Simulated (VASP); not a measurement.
# Sr2O5 (cubic X2O5 type) (Pn-3m) in VASP: single point with PBE

Aim: the single point of Sr2O5 (cubic X2O5 type) with PBE.

Program: VASP 6.6.1. These are calculated values, not measurements. Logs are shortened: lines on timing, memory, paths and dates and some standing lists are left out, and cuts for length are marked.

### Step 1. The cell of the first run

The structure is cubic, space group Pn-3m (No. 224). The conventional cell has a = 5.686 Å, b = 5.686 Å, c = 5.686 Å, α = 90.00°, β = 90.00°, γ = 90.00°. Within 3.3 Å of Sr (site symmetry -3m) lie 12 O at 2.46 to 2.84 Å. O (site symmetry -3m) has 6 O at 2.46 Å and 6 Sr at 2.84 Å within 3.3 Å. Within 3.3 Å of O (site symmetry -42m) lie 4 Sr at 2.46 Å and 8 O at 2.46 to 2.84 Å.

### Step 2. Single point, PBE

Input file INCAR:

```
SYSTEM = Sr2O5
PREC = Accurate ; ENCUT = 520
EDIFF = 1E-6 ; ISMEAR = -1
SIGMA = 0.06122561905347299 ; LREAL = .False.
LASPH = .True. ; NELM = 80
ALGO = Normal ; ISIF = 2
LWAVE = .False. ; LCHARG = .False.
GGA = PE ; NBANDS = 63
```

Input file KPOINTS:

```
regular mesh
0
Gamma
  10 10 10
  0 0 0
```

Input file POSCAR:

```
Sr2O5
1.0
    5.6859456777      0.0000000000      0.0000000000
    0.0000000000      5.6859456777      0.0000000000
    0.0000000000      0.0000000000      5.6859456777
Sr O
4 10
Direct
    0.0000000000      0.0000000000      0.0000000000
    0.5000000000      0.5000000000      0.0000000000
    0.5000000000      0.0000000000      0.5000000000
    0.0000000000      0.5000000000      0.5000000000
    0.5000000000      0.0000000000      0.0000000000
    0.0000000000      0.5000000000      0.0000000000
    0.0000000000      0.0000000000      0.5000000000
    0.5000000000      0.5000000000      0.5000000000
    0.7500000000      0.7500000000      0.2500000000
    0.7500000000      0.2500000000      0.7500000000
    0.2500000000      0.7500000000      0.7500000000
    0.7500000000      0.2500000000      0.2500000000
    0.2500000000      0.7500000000      0.2500000000
    0.2500000000      0.2500000000      0.7500000000
```

Potentials or basis: VASP PAW PBE potentials, release 64 (Sr_sv, O).

The run is started by

```bash
cat potpaw_PBE.64/Sr_sv/POTCAR potpaw_PBE.64/O/POTCAR > POTCAR
mpirun -np 1 vasp_std > vasp.out
```

OUTCAR:

```text
SYSTEM = Sr2O5
   PREC = Accurate
   ENCUT = 520
   EDIFF = 1E-6
   ISMEAR = -1
   LREAL = .False.
   LASPH = .True.
   NELM = 80
   ISIF = 2
   GGA = PE

 ion  position               nearest neighbor table
   1  0.000  0.000  0.000-   9 2.46  10 2.46  11 2.46  12 2.46  13 2.46  14 2.46   5 2.84   6 2.84
                             7 2.84   7 2.84   6 2.84   5 2.84   3 4.02   4 4.02   2 4.02   2 4.02
   2  0.500  0.500  0.000-   9 2.46  10 2.46  11 2.46  12 2.46  13 2.46  14 2.46   5 2.84   6 2.84
                             8 2.84   8 2.84   5 2.84   6 2.84   3 4.02   4 4.02   1 4.02   1 4.02
   3  0.500  0.000  0.500-   9 2.46  10 2.46  11 2.46  12 2.46  13 2.46  14 2.46   5 2.84   7 2.84
                             8 2.84   5 2.84   8 2.84   7 2.84   1 4.02   2 4.02   1 4.02   2 4.02
   4  0.000  0.500  0.500-   9 2.46  10 2.46  11 2.46  12 2.46  13 2.46  14 2.46   6 2.84   7 2.84
                             8 2.84   6 2.84   7 2.84   8 2.84   1 4.02   2 4.02   1 4.02   1 4.02
   5  0.500  0.000  0.000-   1 2.84   2 2.84   3 2.84   3 2.84   2 2.84   1 2.84
   6  0.000  0.500  0.000-   1 2.84   2 2.84   4 2.84   4 2.84   1 2.84   2 2.84
   7  0.000  0.000  0.500-   1 2.84   3 2.84   4 2.84   1 2.84   4 2.84   3 2.84
   8  0.500  0.500  0.500-   2 2.84   3 2.84   4 2.84   2 2.84   3 2.84   4 2.84
   9  0.750  0.750  0.250-   1 2.46   2 2.46   3 2.46   4 2.46
  10  0.750  0.250  0.750-   1 2.46   2 2.46   3 2.46   4 2.46
  11  0.250  0.750  0.750-   1 2.46   2 2.46   3 2.46   4 2.46
  12  0.750  0.250  0.250-   1 2.46   2 2.46   3 2.46   4 2.46
  13  0.250  0.750  0.250-   1 2.46   2 2.46   3 2.46   4 2.46
  14  0.250  0.250  0.750-   1 2.46   2 2.46   3 2.46   4 2.46

  LATTYP: Found a simple cubic cell.
 ALAT       =     5.6859456777

  Lattice vectors:

 A1 = (   5.6859456777,   0.0000000000,   0.0000000000)
 A2 = (   0.0000000000,   5.6859456777,   0.0000000000)
 A3 = (   0.0000000000,   0.0000000000,   5.6859456777)

Analysis of symmetry for initial positions (statically):
=====================================================================
 Subroutine PRICEL returns:
 Original cell was already a primitive cell.

 Routine SETGRP: Setting up the symmetry group for a
 simple cubic supercell.

 Subroutine GETGRP returns: Found 48 space group operations
 (whereof 12 operations were pure point group operations)
 out of a pool of 48 trial point group operations.

The static configuration has the point symmetry D_3d.
 The point group associated with its full space group is O_h .

Analysis of symmetry for dynamics (positions and initial velocities):
=====================================================================
[... 154 lines left out ...]
     AMIX     =   0.40;   BMIX     =  1.00
     AMIX_MAG =   1.60;   BMIX_MAG =  1.00
  volume/ion in A,a.u.               =      13.13        88.61
  Fermi-wavevector in a.u.,A,eV,Ry     =   1.336407  2.525443 24.299789  1.785984
  Thomas-Fermi vector in A             =   2.465036
   LORBIT       =      0    0 simple, 1 ext, 2 COOP (PROOUT), +10 PAW based schemes
   GGA     = PE    functional components
   LHFCALC =     F    Hartree Fock is set to
   AEXX    =    0.0000 exact exchange contribution
   IVDW    =     0    specifies the selected vdW correction
   LEPSILON=     F    determine dielectric tensor
   LRPA    =     F    only Hartree local field effects (RPA)
 non-spin polarized calculation
  energy-cutoff  :      520.00
  volume of cell :      183.83
 maximum number of plane-waves:      4984
   NGX = 21   NGY = 21   NGZ = 21

 number of electron     100.0000000 magnetization

 number of electron      99.9999933 magnetization

 Free energy of the ion-electron system (eV)
  ---------------------------------------------------
  ext. energy  EPLUGINS =         0.00000000
  ---------------------------------------------------
  free energy    TOTEN  =       -65.62818002 eV

  energy without entropy =      -65.32258620  energy(sigma->0) =      -65.47538311

 E-fermi :   1.4183     XC(G=0): -10.4976

 val. band max:        1.4169910287   @ k =   0.3000   0.3000   0.1000
 cond. band min:       1.4238424963   @ k =   0.5000   0.2000   0.2000
 fundamental gap:      0.0068514676
 Fermi energy:         1.4182748476

 k-point     1 :       0.0000    0.0000    0.0000
  band No.  band energies     occupation
      1     -30.4154      2.00000
      2     -30.3287      2.00000
      3     -30.3287      2.00000
      4     -30.3287      2.00000
      5     -16.1542      2.00000
      6     -16.1234      2.00000
[... 1549 lines left out ...]
     61       9.9019      0.00000
     62       9.9951      0.00000

 [... further k-points ...]

 [bands above 62 left out]

------------------------ aborting loop because EDIFF is reached ----------------------------------------

  FORCE on cell =-STRESS in cart. coord.  units (eV):
  Direction    XX          YY          ZZ          XY          YZ          ZX
  --------------------------------------------------------------------------------------
  -------------------------------------------------------------------------------------
  Total        6.9199093      6.9199093      6.9199093      0.0000000      0.0000000      0.0000000
  in kB       60.3118799     60.3118799     60.3118799      0.0000000      0.0000000      0.0000000
  external PRESSURE =      60.3118799 kB  Pullay stress =       0.0000000 kB

 VOLUME and BASIS-vectors are now :
 -----------------------------------------------------------------------------
  energy-cutoff  :      520.00
  volume of cell :      183.83
      direct lattice vectors                 reciprocal lattice vectors
     5.685945678  0.000000000  0.000000000     0.175872239  0.000000000  0.000000000
     0.000000000  5.685945678  0.000000000     0.000000000  0.175872239  0.000000000
     0.000000000  0.000000000  5.685945678     0.000000000  0.000000000  0.175872239

 POSITION                                       TOTAL-FORCE (eV/Angst)
 -----------------------------------------------------------------------------------
      0.00000      0.00000      0.00000        -0.000000     -0.000000      0.000000
      2.84297      2.84297      0.00000        -0.000000     -0.000000      0.000000
      2.84297      0.00000      2.84297        -0.000000     -0.000000      0.000000
      0.00000      2.84297      2.84297        -0.000000     -0.000000      0.000000
      2.84297      0.00000      0.00000        -0.000000     -0.000000      0.000000
      0.00000      2.84297      0.00000        -0.000000     -0.000000      0.000000
      0.00000      0.00000      2.84297        -0.000000     -0.000000      0.000000
      2.84297      2.84297      2.84297        -0.000000     -0.000000      0.000000
      4.26446      4.26446      1.42149        -0.000000      0.000000     -0.000000
      4.26446      1.42149      4.26446        -0.000000      0.000000      0.000000
      1.42149      4.26446      4.26446        -0.000000     -0.000000      0.000000
      4.26446      1.42149      1.42149         0.000000     -0.000000     -0.000000
      1.42149      4.26446      1.42149        -0.000000      0.000000     -0.000000
      1.42149      1.42149      4.26446         0.000000     -0.000000      0.000000
 -----------------------------------------------------------------------------------
    total drift:                                0.000000      0.000000     -0.000000

  FREE ENERGIE OF THE ION-ELECTRON SYSTEM (eV)
  ---------------------------------------------------
  free  energy   TOTEN  =       -65.6281800152 eV

  energy  without entropy=      -65.3225862048  energy(sigma->0) =      -65.47538311
```

stdout:

```text
POSCAR found type information on POSCAR SrO
 POSCAR found :  2 types and      14 ions
 scaLAPACK will be used
 LDA part: xc-table for (Slater+PW92), standard interpolation
 POSCAR, INCAR and KPOINTS ok, starting setup
 FFT: planning ... GRIDC
 FFT: planning ... GRID_SOFT
 FFT: planning ... GRID
 WAVECAR not read
 entering main loop
```

Wall time 14 min (1 thread of Intel Xeon 6975P-C (Granite Rapids), shared host); peak memory 0.56 GiB.

Results:

```yaml
Free_energy: -65.6282 eV
Pressure: 6.0 GPa
Band_gap_on_the_k_mesh: zero (bands 50 and 51 overlap by 0.24 eV)
```

Levels at points of the mesh, in eV from the Fermi level:
```
           k point  band 48  band 49  band 50  band 51  band 52  band 53
(0.00, 0.00, 0.00)     0.05     0.05     0.05     0.40     0.40     0.40
(0.50, 0.00, 0.00)    -0.44    -0.25    -0.25    -0.03    -0.03     0.01
(0.50, 0.50, 0.00)    -0.25    -0.20    -0.20     0.21     0.21     0.33
(0.50, 0.50, 0.50)    -0.13    -0.13    -0.11    -0.11    -0.11     0.07
```

Caveat: the cell stands under pressure; semilocal functionals underestimate gaps, and a narrow one can read as zero.
